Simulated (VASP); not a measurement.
# CuRh2 (I4/mmm) in VASP: single point with PBE

Aim: the single point of CuRh2 with PBE.

Program: VASP 6.6.1. These are calculated values, not measurements. Logs are shortened: lines on timing, memory, paths and dates and some standing lists are left out, and cuts for length are marked.

## 1. The cell of the first run

Symmetry: I4/mmm, No. 139, tetragonal system. Conventional cell: a = 3.517 Å, b = 3.517 Å, c = 9.024 Å, α = 90.00°, β = 90.00°, γ = 90.00°. Within 3.8 Å of Cu (site symmetry 4/mmm) lie 10 Rh at 2.91 to 3.01 Å and 4 Cu at 3.52 Å. Rh (site symmetry 4mm) has 9 Rh at 2.91 to 3.52 Å and 5 Cu at 2.91 to 3.01 Å within 3.8 Å.

## 2. Single point, PBE, collinear spin, antiferromagnetic start

The input, INCAR:

```
PREC = Accurate
ENCUT = 600
EDIFF = 1E-6
ISMEAR = -1
SIGMA = 0.05
LREAL = False
LASPH = True
NELM = 200
ALGO = Normal
ISIF = 2
LWAVE = False
LCHARG = True
ISPIN = 2
MAGMOM = 0 2 -2
LORBIT = 11
LMAXMIX = 4
GGA = PE
LELF = True
LVHAR = True
NBANDS = 32
GGA_COMPAT = False
```

The input, KPOINTS:

```
Automatic mesh
0
Gamma
  5 5 6
```

The input, POSCAR:

```
CuRh2
1.0
   -1.7585977120      1.7585977120      4.5122193098
    1.7585977120     -1.7585977120      4.5122193098
    1.7585977120      1.7585977120     -4.5122193098
Cu Rh
1 2
Direct
    0.0000000000      0.0000000000      0.0000000000
    0.3333000000      0.3333000000      0.0000000000
    0.6667000000      0.6667000000      0.0000000000
```

Potentials or basis: VASP PAW PBE potentials, release 64 (Cu, Rh_pv).

Started as:

```sh
$ cat potpaw_PBE.64/Cu/POTCAR potpaw_PBE.64/Rh_pv/POTCAR > POTCAR
$ mpirun -np 1 vasp_std > vasp.out
```

OUTCAR:

```text
PREC = Accurate
   ENCUT = 600
   EDIFF = 1E-6
   ISMEAR = -1
   LREAL = False
   LASPH = True
   NELM = 200
   ISIF = 2
   ISPIN = 2
   LORBIT = 11
   GGA = PE

 ion  position               nearest neighbor table
   1  0.000  0.000  0.000-   3 2.91   3 2.91   3 2.91   2 2.91   3 2.91   2 2.91   2 2.91   2 2.91
                             2 3.01   3 3.01
   2  0.333  0.333  0.000-   3 2.91   3 2.91   3 2.91   3 2.91   1 2.91   1 2.91   1 2.91   1 2.91
                             1 3.01   3 3.01
   3  0.667  0.667  0.000-   2 2.91   2 2.91   2 2.91   2 2.91   1 2.91   1 2.91   1 2.91   1 2.91
                             1 3.01   2 3.01

  LATTYP: Found a body centered tetragonal cell.
 ALAT       =     3.5171954240
 C/A-ratio  =     2.5658052885

  Lattice vectors:

 A1 = (  -1.7585977120,   1.7585977120,   4.5122193098)
 A2 = (   1.7585977120,  -1.7585977120,   4.5122193098)
 A3 = (   1.7585977120,   1.7585977120,  -4.5122193098)

Analysis of symmetry for initial positions (statically):
=====================================================================
 Subroutine PRICEL returns:
 Original cell was already a primitive cell.

 Routine SETGRP: Setting up the symmetry group for a
 body centered tetragonal supercell.

 Subroutine GETGRP returns: Found 16 space group operations
 (whereof 16 operations were pure point group operations)
 out of a pool of 16 trial point group operations.

The static configuration has the point symmetry D_4h.

Analysis of symmetry for dynamics (positions and initial velocities):
=====================================================================
 Subroutine PRICEL returns:
 Original cell was already a primitive cell.

 Routine SETGRP: Setting up the symmetry group for a
 body centered tetragonal supercell.

 Subroutine GETGRP returns: Found 16 space group operations
 (whereof 16 operations were pure point group operations)
 out of a pool of 16 trial point group operations.

The dynamic configuration has the point symmetry D_4h.

Analysis of structural, dynamic, and magnetic symmetry:
=====================================================================
 Subroutine PRICEL returns:
 Original cell was already a primitive cell.

 Routine SETGRP: Setting up the symmetry group for a
 body centered tetragonal supercell.

 Subroutine GETGRP returns: Found 16 space group operations
 (whereof 16 operations were pure point group operations)
 out of a pool of 16 trial point group operations.

The overall configuration has the point symmetry D_4h.

 Subroutine INISYM returns: Found 16 space group operations
 (whereof 16 operations are pure point group operations),
 and found     1 'primitive' translations

----------------------------------------------------------------------------------------

                                     Primitive cell

  volume of cell :      55.8191

  direct lattice vectors                    reciprocal lattice vectors
    -1.758597712  1.758597712  4.512219310     0.000000000  0.284317440  0.110810217
     1.758597712 -1.758597712  4.512219310     0.284317440  0.000000000  0.110810217
     1.758597712  1.758597712 -4.512219310     0.284317440  0.284317440  0.000000000

  length of vectors
     5.152228151  5.152228151  5.152228151     0.305148015  0.305148015  0.402085580

  position of ions in fractional coordinates (direct lattice)
     0.000000000  0.000000000  0.000000000
     0.333300000  0.333300000  0.000000000
     0.666700000  0.666700000  0.000000000

  ion indices of the primitive-cell ions
   primitive index   ion index
                 1           1
                 2           2
                 3           3

----------------------------------------------------------------------------------------

 KPOINTS: Automatic mesh

Automatic generation of k-mesh.
 Grid dimensions read from file:
 generate k-points for:    5    5    6

 Generating k-lattice:

  Cartesian coordinates                     Fractional coordinates (reciprocal lattice)
     0.000000000  0.056863488  0.022162043     0.200000000  0.000000000  0.000000000
     0.056863488  0.000000000  0.022162043     0.000000000  0.200000000  0.000000000
[... 34 lines left out ...]

 Following reciprocal coordinates:
            Coordinates               Weight
  0.000000  0.000000  0.000000      1.000000
  0.200000 -0.000000  0.000000      4.000000
  0.400000  0.000000  0.000000      4.000000
  0.200000  0.200000  0.000000      2.000000
  0.400000  0.200000  0.000000      4.000000
 -0.400000  0.200000 -0.000000      4.000000
[... 16 lines left out ...]
 -0.200000 -0.400000  0.166667      4.000000
 -0.200000 -0.200000  0.166667      2.000000
 [... further k-points ...]
   k-points           NKPTS =     48   k-points in BZ     NKDIM =     48   number of bands    NBANDS=     32
   number of dos      NEDOS =    301   number of ions     NIONS =      3
   total plane-waves  NPLWV =  74088
   dimension x,y,z NGX =    42 NGY =   42 NGZ =   42
   dimension x,y,z NGXF=    84 NGYF=   84 NGZF=   84
   ions per type =               1   2
   NGX,Y,Z   is equivalent  to a cutoff of  13.55, 13.55, 13.55 a.u.
   NGXF,Y,Z  is equivalent  to a cutoff of  27.10, 27.10, 27.10 a.u.
 SYSTEM =  unknown system
   PREC   = accura    normal or accurate (medium, high low for compatibility)
   ISTART =      0    job   : 0-new  1-cont  2-samecut
   ICHARG =      2    charge: 1-file 2-atom 10-const
   ISPIN  =      2    spin polarized calculation?
   LNONCOLLINEAR =      F non collinear calculations
   LSORBIT =      F    spin-orbit coupling
   LASPH  =      T    aspherical Exc in radial PAW
   ENCUT  =  600.0 eV  44.10 Ry    6.64 a.u.  10.29 10.29 10.29*2*pi/ulx,y,z
   NELM   =    200;   NELMIN=  2; NELMDL= -5     # of ELM steps
   EDIFF  = 0.1E-05   stopping-criterion for ELM
   LREAL  =      F    real-space projection
   EDIFFG = 0.1E-04   stopping-criterion for IOM
   NSW    =      0    number of steps for IOM
   IBRION =     -1    ionic relax: 0-MD 1-quasi-New 2-CG
   NFREE  =      0    steps in history (QN), initial steepest desc. (CG)
   ISIF   =      2    stress and relaxation
   ISYM   =      2    0-nonsym 1-usesym 2-fastsym
   POTIM  = 0.5000    time-step for ionic-motion
   TEBEG  =    0.0;   TEEND  =   0.0 temperature during run
   PSTRESS=    0.0 pullay stress
   NELECT =      41.0000    total number of electrons
   NUPDOWN=      -1.0000    fix difference up-down
   EMIN   =  10.00;   EMAX   =-10.00  energy-range for DOS
   EFERMI =   0.00;   METHOD = LEGACY
   ISMEAR =    -1;   SIGMA  =   0.05  broadening in eV -4-tet -1-fermi 0-gaus
   EFERMI_NEDOS =   21; number of points for ismear=-14 and -15
   IALGO  =     38    algorithm
   IMIX   =      4    mixing-type and parameters
     AMIX     =   0.40;   BMIX     =  1.00
     AMIX_MAG =   1.60;   BMIX_MAG =  1.00
  volume/ion in A,a.u.               =      18.61       125.56
  Fermi-wavevector in a.u.,A,eV,Ry     =   1.477095  2.791305 29.685316  2.181809
  Thomas-Fermi vector in A             =   2.591541
   LORBIT       =     11    0 simple, 1 ext, 2 COOP (PROOUT), +10 PAW based schemes
   GGA     = PE    functional components
   LHFCALC =     F    Hartree Fock is set to
   AEXX    =    0.0000 exact exchange contribution
   IVDW    =     0    specifies the selected vdW correction
   LEPSILON=     F    determine dielectric tensor
   LRPA    =     F    only Hartree local field effects (RPA)
 spin polarized calculation
  energy-cutoff  :      600.00
  volume of cell :       55.82
 maximum number of plane-waves:      1876
 NGX is ok and might be reduce to    42
   NGX = 21   NGY = 21   NGZ = 21

 number of electron      41.0000002 magnetization      -0.0000000

 number of electron      41.0000002 magnetization       0.0000000

 Free energy of the ion-electron system (eV)
  ---------------------------------------------------
  ext. energy  EPLUGINS =         0.00000000
  ---------------------------------------------------
  free energy    TOTEN  =       -15.97267775 eV

  energy without entropy =      -15.91503967  energy(sigma->0) =      -15.94385871

 E-fermi :   5.6150     XC(G=0): -11.5449

 val. band max:        5.6148324795   @ k =   0.4000   0.4000   0.3333
 cond. band min:       5.6162445786   @ k =   0.4000   0.2000   0.0000
 fundamental gap:      0.0014120991
 Fermi energy:         5.6150444897

 spin component 1

 k-point     1 :       0.0000    0.0000    0.0000
  band No.  band energies     occupation
      1     -40.1956      1.00000
      2     -40.0744      1.00000
      3     -40.0744      1.00000
      4     -40.0726      1.00000
      5     -39.9776      1.00000
      6     -39.9776      1.00000
[... 829 lines left out ...]
     31      19.4284      0.00000
     32      20.6469      0.00000

 [... further k-points ...]

 spin component 2

 k-point     1 :       0.0000    0.0000    0.0000
  band No.  band energies     occupation
      1     -40.1956      1.00000
      2     -40.0744      1.00000
      3     -40.0744      1.00000
      4     -40.0726      1.00000
      5     -39.9776      1.00000
      6     -39.9776      1.00000
[... 829 lines left out ...]
     31      19.4284      0.00000
     32      20.6469      0.00000

 [... further k-points ...]

------------------------ aborting loop because EDIFF is reached ----------------------------------------

  FORCE on cell =-STRESS in cart. coord.  units (eV):
  Direction    XX          YY          ZZ          XY          YZ          ZX
  --------------------------------------------------------------------------------------
  -------------------------------------------------------------------------------------
  Total       -9.5532612     -9.5532612    -10.4811000      0.0000000      0.0000000      0.0000000
  in kB     -274.2073144   -274.2073144   -300.8390784      0.0000000      0.0000000      0.0000000
  external PRESSURE =    -283.0845691 kB  Pullay stress =       0.0000000 kB

 VOLUME and BASIS-vectors are now :
 -----------------------------------------------------------------------------
  energy-cutoff  :      600.00
  volume of cell :       55.82
      direct lattice vectors                 reciprocal lattice vectors
    -1.758597712  1.758597712  4.512219310     0.000000000  0.284317440  0.110810217
     1.758597712 -1.758597712  4.512219310     0.284317440  0.000000000  0.110810217
     1.758597712  1.758597712 -4.512219310     0.284317440  0.284317440  0.000000000

 POSITION                                       TOTAL-FORCE (eV/Angst)
 -----------------------------------------------------------------------------------
      0.00000      0.00000      0.00000        -0.000000     -0.000000      0.000000
      0.00000      0.00000      3.00785        -0.000000     -0.000000     -0.382906
      0.00000      0.00000      6.01659         0.000000      0.000000      0.382906
 -----------------------------------------------------------------------------------
    total drift:                               -0.000000      0.000000     -0.000000

  FREE ENERGIE OF THE ION-ELECTRON SYSTEM (eV)
  ---------------------------------------------------
  free  energy   TOTEN  =       -15.9726777468 eV

  energy  without entropy=      -15.9150396679  energy(sigma->0) =      -15.94385871

 total charge

# of ion       s       p       d       tot
------------------------------------------
    1        0.368   0.204   9.165   9.736
    2        0.281   6.121   7.019  13.421
    3        0.281   6.121   7.019  13.421
--------------------------------------------------
tot          0.930  12.445  23.203  36.578

 magnetization (x)

# of ion       s       p       d       tot
------------------------------------------
    1        0.000   0.000   0.000   0.000
    2        0.000   0.000   0.000   0.000
    3       -0.000  -0.000  -0.000  -0.000
--------------------------------------------------
tot          0.000   0.000   0.000   0.000
```

Run time: 14 min. Hardware: 1 thread of Oxide Virtual Turin-like, shared host; peak memory 0.37 GiB.

What came out:

* Free energy: -15.9727 eV
* Pressure: -28.3 GPa
* Largest force: 0.383 eV/Å
* Net moment: 0.00 μB per cell
* Valence electrons inside the program's atomic spheres: Cu 9.74; Rh 13.42

Forces in eV/Å, atoms in the order of the input:
```
Cu   0.000  0.000  0.000
Rh   0.000  0.000 -0.383
Rh   0.000  0.000  0.383
```

Caveat: the cell stands under tension.
